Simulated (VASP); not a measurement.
Set up this calculation in VASP 6.6.1, as the native input.

```
Task                   : single point
Functional             : PBEsol
Potentials or basis    : VASP PAW PBE potentials, release 64 (S)
Cutoff                 : 520 eV
k mesh                 : 3 × 3 × 3
Occupations            : gaussian, width 0.05 eV
Spin                   : no spin polarisation
Dipole correction      : no
Further INCAR settings : LREAL = Auto; ALGO = Normal; EDIFF = 1e-06; NBANDS = 86
```

The structure of S (a cell with a defect) lies in POSCAR:

```
S
1.0
    0.0000000000      6.0153880483     -5.8370511382
    5.2094788634     -3.0076940241     -5.8370511382
   -5.2094788634     -3.0076940241     -5.8370511382
S
23
Direct
    0.5619713139      0.4446152917      0.2101137164
    0.3082335968      0.1933973736      0.9468245595
    0.0595971608      0.9386644836      0.6964360318
    0.6972917502      0.4556889624      0.8227986196
    0.4429860729      0.1981698684      0.5537979549
    0.2017398153      0.9534525923      0.2999904919
    0.9403163238      0.7029589744      0.0450388465
    0.4649553882      0.7798327723      0.6860923018
    0.2086391715      0.5566786934      0.4467909264
    0.9586674143      0.3011869303      0.1894615514
    0.7104659188      0.0598451961      0.9362990833
    0.4427532472      0.5490112397      0.8101943706
    0.1960732253      0.3088343193      0.5426131735
    0.9528559003      0.0526050387      0.2923858368
    0.6941406672      0.8128248757      0.0374619064
    0.6796205797      0.7266030310      0.4893376476
    0.3153492083      0.5509131624      0.1982540868
    0.0585166576      0.2936576323      0.9403131017
    0.8137982401      0.0530729385      0.6874319764
    0.7504566260      0.4768398909      0.5659971775
    0.5481913036      0.1960212683      0.3056612179
    0.3029671342      0.9449673804      0.0509420619
    0.0413059780      0.6920144506      0.7972794904
```

One way to write it, as run:

INCAR

```
PREC     = Accurate       # precision mode
ENCUT    = 520            # plane-wave cutoff, eV
EDIFF    = 1E-6           # SCF threshold, eV
ISMEAR   = 0              # smearing method
SIGMA    = 0.05           # smearing width, eV
LREAL    = Auto         
LASPH    = True           # aspherical terms in the spheres
NELM     = 100            # most SCF steps
ALGO     = Normal         # electronic algorithm
ISIF     = 2              # what is computed and relaxed
LWAVE    = False          # write WAVECAR
LCHARG   = False          # write CHGCAR
GGA      = PS             # functional
NBANDS   = 86             # bands
```

KPOINTS

```
Automatic mesh
0
Gamma
  3 3 3
```

Potentials or basis: VASP PAW PBE potentials, release 64 (S).

Run with:

```console
$ cat potpaw_PBE.64/S/POTCAR > POTCAR
$ mpirun -np 1 vasp_std > vasp.out
```

It gave:

```json
{
  "Pressure": "-0.3 GPa",
  "Largest force": "0.149 eV/Å",
  "Band gap on the k mesh": "1.68 eV"
}
```

Caveat: the PAW data sets were made with another functional, which shifts forces and pressure a little.

Run time: 13 min on 1 thread of AMD EPYC 9R45 96-Core Processor (Zen 5), with other jobs on the host, peak memory 0.72 GiB.
